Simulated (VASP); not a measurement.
# Re (P6/mmm) in VASP: a series of runs

Re is run at these levels: PBEsol; tasks: single point.

All numbers are computed with VASP 6.6.1; they aren't measurements. Logs are shortened: lines on timing, memory, paths and dates and some standing lists are left out, and cuts for length are marked.

## Step 1: The cell of the first run

Symmetry: P6/mmm, No. 191, hexagonal system. The conventional cell has a = 4.341 Å, b = 4.341 Å, c = 2.718 Å, α = 90.00°, β = 90.00°, γ = 120.00°. Within 3.6 Å of Re (site symmetry 6/mmm) lie 14 Re at 2.72 to 2.85 Å. Re (site symmetry -6m2) has 11 Re at 2.51 to 2.85 Å within 3.3 Å.

This isn't the form of Re at room conditions, which is hcp.

## Step 2: Single point, PBEsol

INCAR

```
SYSTEM = Re
  ALGO = Normal
  EDIFF = 1E-6
  ENCUT = 520
  GGA = PS
  ISIF = 2
  ISMEAR = -1
  LASPH = .TRUE.
  LCHARG = .TRUE.
  LELF = .TRUE.
  LREAL = .FALSE.
  LVHAR = .TRUE.
  LWAVE = .FALSE.
  NBANDS = 18
  NELM = 100
  PREC = Accurate
  SIGMA = 0.1
```

KPOINTS

```
k-points
0
G
  8 8 12
  0 0 0
```

POSCAR

```
Re
1.0
    4.3413823366      0.0000000000      0.0000000000
   -2.1706911683      3.7597473911      0.0000000000
    0.0000000000      0.0000000000      2.7177756951
Re
3
Direct
    0.0000000000      1.0000000000      1.0000000000
    0.3333333333      0.6666666667      0.5000000000
    0.6666666667      0.3333333333      0.5000000000
```

Potentials or basis: VASP PAW PBE potentials, release 64 (Re).

The run is started by

```bash
cat potpaw_PBE.64/Re/POTCAR > POTCAR
mpirun -np 1 vasp_std > vasp.out
```

OUTCAR:

```text
SYSTEM = Re
   EDIFF = 1E-6
   ENCUT = 520
   GGA = PS
   ISIF = 2
   ISMEAR = -1
   LASPH = .TRUE.
   LREAL = .FALSE.
   NELM = 100
   PREC = Accurate

 ion  position               nearest neighbor table
   1  0.000  0.000  0.000-   2 2.85   3 2.85   2 2.85   3 2.85   3 2.85   3 2.85   2 2.85   2 2.85
                             3 2.85   3 2.85   2 2.85   2 2.85
   2  0.333  0.667  0.500-   3 2.51   3 2.51   3 2.51   1 2.85   1 2.85   1 2.85   1 2.85   1 2.85
                             1 2.85
   3  0.667  0.333  0.500-   2 2.51   2 2.51   2 2.51   1 2.85   1 2.85   1 2.85   1 2.85   1 2.85
                             1 2.85

  LATTYP: Found a hexagonal cell.
 ALAT       =     4.3413823366
 C/A-ratio  =     0.6260162051

  Lattice vectors:

 A1 = (   4.3413823366,   0.0000000000,   0.0000000000)
 A2 = (  -2.1706911683,   3.7597473911,   0.0000000000)
 A3 = (   0.0000000000,   0.0000000000,   2.7177756951)

Analysis of symmetry for initial positions (statically):
=====================================================================
 Subroutine PRICEL returns:
 Original cell was already a primitive cell.

 Routine SETGRP: Setting up the symmetry group for a
 hexagonal supercell.

 Subroutine GETGRP returns: Found 24 space group operations
 (whereof 24 operations were pure point group operations)
 out of a pool of 24 trial point group operations.

The static configuration has the point symmetry D_6h.

Analysis of symmetry for dynamics (positions and initial velocities):
=====================================================================
 Subroutine PRICEL returns:
 Original cell was already a primitive cell.

 Routine SETGRP: Setting up the symmetry group for a
 hexagonal supercell.

 Subroutine GETGRP returns: Found 24 space group operations
 (whereof 24 operations were pure point group operations)
 out of a pool of 24 trial point group operations.

The dynamic configuration has the point symmetry D_6h.

 Subroutine INISYM returns: Found 24 space group operations
 (whereof 24 operations are pure point group operations),
 and found     1 'primitive' translations

----------------------------------------------------------------------------------------

                                     Primitive cell

  volume of cell :      44.3609

  direct lattice vectors                    reciprocal lattice vectors
     4.341382337  0.000000000  0.000000000     0.230341380  0.132987658  0.000000000
    -2.170691168  3.759747391  0.000000000     0.000000000  0.265975316  0.000000000
     0.000000000  0.000000000  2.717775695     0.000000000  0.000000000  0.367947952

  length of vectors
     4.341382337  4.341382337  2.717775695     0.265975316  0.265975316  0.367947952

  position of ions in fractional coordinates (direct lattice)
     0.000000000  0.000000000  0.000000000
     0.333333333  0.666666667  0.500000000
     0.666666667  0.333333333  0.500000000

  ion indices of the primitive-cell ions
   primitive index   ion index
                 1           1
                 2           2
                 3           3

----------------------------------------------------------------------------------------

 KPOINTS: k-points

Automatic generation of k-mesh.
 Grid dimensions read from file:
 generate k-points for:    8    8   12

 Generating k-lattice:

  Cartesian coordinates                     Fractional coordinates (reciprocal lattice)
     0.028792673  0.016623457  0.000000000     0.125000000  0.000000000  0.000000000
     0.000000000  0.033246914  0.000000000     0.000000000  0.125000000  0.000000000
     0.000000000  0.000000000  0.030662329     0.000000000  0.000000000  0.083333333

  Length of vectors
     0.033246914  0.033246914  0.030662329

  Shift w.r.t. Gamma in fractional coordinates (k-lattice)
     0.000000000  0.000000000  0.000000000

 Subroutine IBZKPT returns following result:
 ===========================================

 Found     70 irreducible k-points:

 Following reciprocal coordinates:
            Coordinates               Weight
  0.000000  0.000000  0.000000      1.000000
  0.125000 -0.000000  0.000000      6.000000
  0.250000 -0.000000  0.000000      6.000000
  0.375000  0.000000  0.000000      6.000000
  0.500000 -0.000000  0.000000      3.000000
  0.125000  0.125000  0.000000      6.000000
[... 16 lines left out ...]
  0.250000 -0.000000  0.166667     12.000000
  0.375000  0.000000  0.166667     12.000000
 [... further k-points ...]
   k-points           NKPTS =     70   k-points in BZ     NKDIM =     70   number of bands    NBANDS=     18
   number of dos      NEDOS =    301   number of ions     NIONS =      3
   total plane-waves  NPLWV =  20480
   dimension x,y,z NGX =    32 NGY =   32 NGZ =   20
   dimension x,y,z NGXF=    64 NGYF=   64 NGZF=   40
   ions per type =               3
   NGX,Y,Z   is equivalent  to a cutoff of  12.25, 12.25, 12.23 a.u.
   NGXF,Y,Z  is equivalent  to a cutoff of  24.51, 24.51, 24.47 a.u.
 SYSTEM =  Re
   PREC   = accura    normal or accurate (medium, high low for compatibility)
   ISTART =      0    job   : 0-new  1-cont  2-samecut
   ICHARG =      2    charge: 1-file 2-atom 10-const
   ISPIN  =      1    spin polarized calculation?
   LNONCOLLINEAR =      F non collinear calculations
   LSORBIT =      F    spin-orbit coupling
   LASPH  =      T    aspherical Exc in radial PAW
   ENCUT  =  520.0 eV  38.22 Ry    6.18 a.u.   8.07  8.07  5.05*2*pi/ulx,y,z
   NELM   =    100;   NELMIN=  2; NELMDL= -5     # of ELM steps
   EDIFF  = 0.1E-05   stopping-criterion for ELM
   LREAL  =      F    real-space projection
   EDIFFG = 0.1E-04   stopping-criterion for IOM
   NSW    =      0    number of steps for IOM
   IBRION =     -1    ionic relax: 0-MD 1-quasi-New 2-CG
   NFREE  =      0    steps in history (QN), initial steepest desc. (CG)
   ISIF   =      2    stress and relaxation
   ISYM   =      2    0-nonsym 1-usesym 2-fastsym
   POTIM  = 0.5000    time-step for ionic-motion
   TEBEG  =    0.0;   TEEND  =   0.0 temperature during run
   PSTRESS=    0.0 pullay stress
   NELECT =      21.0000    total number of electrons
   NUPDOWN=      -1.0000    fix difference up-down
   EMIN   =  10.00;   EMAX   =-10.00  energy-range for DOS
   EFERMI =   0.00;   METHOD = LEGACY
   ISMEAR =    -1;   SIGMA  =   0.10  broadening in eV -4-tet -1-fermi 0-gaus
   EFERMI_NEDOS =   21; number of points for ismear=-14 and -15
   IALGO  =     38    algorithm
   IMIX   =      4    mixing-type and parameters
     AMIX     =   0.40;   BMIX     =  1.00
     AMIX_MAG =   1.60;   BMIX_MAG =  1.00
  volume/ion in A,a.u.               =      14.79        99.79
  Fermi-wavevector in a.u.,A,eV,Ry     =   1.275894  2.411089 22.148988  1.627905
  Thomas-Fermi vector in A             =   2.408580
   LORBIT       =      0    0 simple, 1 ext, 2 COOP (PROOUT), +10 PAW based schemes
   GGA     = PS    functional components
   LHFCALC =     F    Hartree Fock is set to
   AEXX    =    0.0000 exact exchange contribution
   IVDW    =     0    specifies the selected vdW correction
   LEPSILON=     F    determine dielectric tensor
   LRPA    =     F    only Hartree local field effects (RPA)
 non-spin polarized calculation
  energy-cutoff  :      520.00
  volume of cell :       44.36
 maximum number of plane-waves:      1214
   NGX = 17   NGY = 17   NGZ = 11

 number of electron      21.0000001 magnetization

 Free energy of the ion-electron system (eV)
  ---------------------------------------------------
  ext. energy  EPLUGINS =         0.00000000
  ---------------------------------------------------
  free energy    TOTEN  =       -39.59719563 eV

  energy without entropy =      -39.52391405  energy(sigma->0) =      -39.56055484

 E-fermi :   7.7243     XC(G=0): -13.7733

 val. band max:        7.7231243246   @ k =   0.2500   0.1250   0.5000
 cond. band min:       7.7570796012   @ k =   0.0000   0.0000   0.0000
 fundamental gap:      0.0339552766
 Fermi energy:         7.7242826238

 k-point     1 :       0.0000    0.0000    0.0000
  band No.  band energies     occupation
      1      -2.1887      2.00000
      2       1.7735      2.00000
      3       4.5276      2.00000
      4       4.8496      2.00000
      5       4.8496      2.00000
      6       4.8589      2.00000
[... 10 lines left out ...]
     17      16.1174      0.00000
     18      17.7220      0.00000

 k-point     2 :       0.1250   -0.0000    0.0000
  band No.  band energies     occupation
      1      -1.9276      2.00000
      2       1.8563      2.00000
      3       3.5966      2.00000
      4       4.2715      2.00000
      5       4.2818      2.00000
      6       5.3832      2.00000
[... 10 lines left out ...]
     17      16.1139      0.00000
     18      16.8798      0.00000

 k-point     3 :       0.2500   -0.0000    0.0000
  band No.  band energies     occupation
      1      -1.1911      2.00000
      2       1.8510      2.00000
      3       2.6870      2.00000
      4       3.5868      2.00000
      5       4.0129      2.00000
      6       5.2687      2.00000
[... 10 lines left out ...]
     17      14.2387      0.00000
     18      14.8572      0.00000

 k-point     4 :       0.3750    0.0000    0.0000
  band No.  band energies     occupation
      1      -0.1261      2.00000
      2       1.3152      2.00000
      3       2.1697      2.00000
      4       3.4723      2.00000
      5       4.0097      2.00000
      6       4.7675      2.00000
[... 375 lines left out ...]
      4       3.6854      2.00000
      5       4.0887      2.00000
      6       4.5212      2.00000
[... 10 lines left out ...]
     17      15.8736      0.00000
     18      17.0107      0.00000

 k-point    23 :       0.2500   -0.0000    0.1667
  band No.  band energies     occupation
      1      -0.4380      2.00000
      2       2.5320      2.00000
      3       3.2155      2.00000
      4       3.5916      2.00000
      5       3.6219      2.00000
      6       4.9135      2.00000
[... 10 lines left out ...]
     17      14.5971      0.00000
     18      15.7749      0.00000

 k-point    24 :       0.3750    0.0000    0.1667
  band No.  band energies     occupation
      1       0.5588      2.00000
      2       1.9239      2.00000
      3       2.7852      2.00000
      4       3.7398      2.00000
      5       3.7727      2.00000
      6       5.0739      2.00000
[... 10 lines left out ...]
     17      12.7942      0.00000
     18      14.3113      0.00000

 [... further k-points ...]

------------------------ aborting loop because EDIFF is reached ----------------------------------------

  FORCE on cell =-STRESS in cart. coord.  units (eV):
  Direction    XX          YY          ZZ          XY          YZ          ZX
  --------------------------------------------------------------------------------------
  -------------------------------------------------------------------------------------
  Total       -0.1425145     -0.1425145      0.0702873      0.0000000      0.0000000      0.0000000
  in kB       -5.1471785     -5.1471785      2.5385565      0.0000000      0.0000000      0.0000000
  external PRESSURE =      -2.5852668 kB  Pullay stress =       0.0000000 kB

 VOLUME and BASIS-vectors are now :
 -----------------------------------------------------------------------------
  energy-cutoff  :      520.00
  volume of cell :       44.36
      direct lattice vectors                 reciprocal lattice vectors
     4.341382337  0.000000000  0.000000000     0.230341380  0.132987658  0.000000000
    -2.170691168  3.759747391  0.000000000     0.000000000  0.265975316  0.000000000
     0.000000000  0.000000000  2.717775695     0.000000000  0.000000000  0.367947952

 POSITION                                       TOTAL-FORCE (eV/Angst)
 -----------------------------------------------------------------------------------
      0.00000      0.00000      0.00000        -0.000000     -0.000000      0.000000
     -0.00000      2.50650      1.35889         0.000000      0.000000      0.000000
      2.17069      1.25325      1.35889        -0.000000      0.000000      0.000000
 -----------------------------------------------------------------------------------
    total drift:                               -0.000000      0.000000      0.000000

  FREE ENERGIE OF THE ION-ELECTRON SYSTEM (eV)
  ---------------------------------------------------
  free  energy   TOTEN  =       -39.5971956295 eV

  energy  without entropy=      -39.5239140478  energy(sigma->0) =      -39.56055484
```

Run time: 65 s. Hardware: 1 thread of Intel Xeon 8259CL, shared host; peak memory 0.18 GiB.

What came out:

- Free energy: -39.5972 eV
- Pressure: -0.3 GPa
- Band gap on the k mesh: zero (an odd number of electrons rules out a gap without spin polarisation)

Caveat: the PAW data sets were made with another functional, which shifts forces and pressure a little; spin-orbit coupling is left out, which moves the levels of the heavy elements.

[end of part 1 of 2]

The gap in the log of VASP goes by the Fermi energy; the results here count the filled bands.